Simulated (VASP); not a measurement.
HfO2: single point with PBE

The system is HfO2.

```xyz
3
Lattice="0.0211 2.5645 2.5061 2.6009 0.0280 2.4992 2.6145 2.5711 0.0144" Properties=species:S:1:pos:R:3 pbc="T T T"
Hf   -0.0072    0.0159    0.0018
O     1.3053    1.2794    1.2539
O     3.9384    3.8683    3.7639
```

```json
{
  "Program": "VASP 6.6.1",
  "Task": "single point",
  "Functional": "PBE",
  "Potentials or basis": "VASP PAW PBE potentials, release 64 (Hf_pv, O)",
  "Cutoff": "520 eV",
  "k mesh": "8 × 8 × 8",
  "Occupations": "gaussian, width 0.05 eV",
  "Spin": "no spin polarisation"
}
```

```
Pressure               : -3.3 GPa
Largest force          : 0.140 eV/Å
Band gap on the k mesh : 3.41 eV (least direct gap 3.50 eV)
```

Forces on the atoms (eV/Å):
```
Hf   0.057 -0.109 -0.012
O    0.046  0.102 -0.084
O   -0.103  0.007  0.095
```

Stress tensor (GPa, compression positive):
```
-12.05  -1.18  -0.03
 -1.18  -4.26  -0.28
 -0.03  -0.28   6.27
```

Levels at points of the mesh, in eV from the valence-band top:
```tsv
k point	band 8	band 9	band 10	band 11	band 12	band 13	band 14	band 15
(0.00, 0.00, 0.00)	-5.45	-1.08	-0.87	-0.55	3.41	3.74	5.53	9.86
(0.50, 0.00, 0.00)	-3.27	-2.92	-2.12	-1.99	4.29	4.35	6.60	8.76
(0.00, 0.50, 0.00)	-3.27	-2.92	-2.09	-2.01	4.24	4.43	6.65	8.77
(0.50, 0.50, 0.00)	-3.62	-2.00	-1.65	0.00	3.50	5.19	6.55	7.74
(0.00, 0.00, 0.50)	-3.21	-2.95	-2.03	-2.01	4.19	4.44	6.55	8.79
(0.50, 0.00, 0.50)	-3.54	-2.07	-1.37	-0.25	3.47	5.23	6.21	7.63
(0.00, 0.50, 0.50)	-3.57	-1.85	-1.44	-0.42	3.50	5.19	5.95	7.59
(0.50, 0.50, 0.50)	-3.24	-2.93	-2.08	-2.02	4.23	4.35	6.44	8.74
```

Run time: 3.7 min on 1 thread of Intel Xeon 8259CL, with other jobs on the host, peak memory 0.27 GiB.

Caveat: the cell stands under tension; spin-orbit coupling is left out, which moves the levels of the heavy elements. A k mesh can miss the band edges.
